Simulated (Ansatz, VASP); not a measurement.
**Pb in VASP and in Ansatz**

```
CELL_PARAMETERS angstrom
0.00000 2.02155 2.02155
2.02155 0.00000 2.02155
2.02155 2.02155 0.00000
ATOMIC_POSITIONS crystal
Pb 0.00000 0.00000 0.00000
```

Change from the starting cell: volume scaled by 0.55, crystal datasets.

Alike in both runs: task single point; functional PBEsol; k mesh 15 × 15 × 15; occupations fermi-dirac, width 0.1 eV; no spin polarisation.

|  | VASP | Ansatz |
| --- | --- | --- |
| version | VASP 6.6.1 | Ansatz 0.2.0 |
| potentials or method | VASP PAW PBE potentials, release 64 (Pb_d), cutoff 500 eV | all-electron PAW with datasets made for the crystal, scalar-relativistic |

|  | VASP | Ansatz | Ansatz less VASP |
| --- | --- | --- | --- |
| pressure (GPa) | 123.3 | 123.4 | +0.03 |

VASP's potentials were made for PBE, not for PBEsol. Both programs put the cell under a high pressure, so it lies far from rest at this level. Ansatz ran all-electron here, and VASP with PAW potentials.

Spin-orbit coupling is off throughout. Noted on VASP's run: the cell as given lies far from equilibrium.
